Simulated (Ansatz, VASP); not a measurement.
# CsBr: VASP beside Ansatz

```
Cs Br
1.0
     4.13809    0.00000    0.00000
     0.00000    4.13809    0.00000
     0.00000    0.00000    4.13809
Cs Br
1 1
Direct
  0.00000 0.00000 0.00000
  0.50000 0.50000 0.50000
```

Alike in both runs: functional r2SCAN; k mesh 7 × 7 × 7; occupations fermi-dirac, width 0.03 eV; no spin polarisation.

Ansatz relaxed the structure, and its values are those at the end. VASP's run is a single point on that final structure, the one shown.

|  | VASP | Ansatz |
| --- | --- | --- |
| version | VASP 6.6.1 | Ansatz 0.2.0 |
| potentials or method | VASP PAW PBE potentials, release 64 (Cs_sv, Br) | PAW with Ansatz's default frozen-core files, scalar-relativistic |
| plane-wave cutoff (eV) | 550 | 500 |
| valence electrons in the cell | 16 | 16 |

|  | VASP | Ansatz | Ansatz less VASP |
| --- | --- | --- | --- |
| pressure (GPa) | 2.9 | 2.9 | -0.09 |

VASP's potentials were made for PBE, not for r2SCAN. Ansatz's warnings: stress scf threshold loose.

Neither program's run includes spin-orbit coupling.
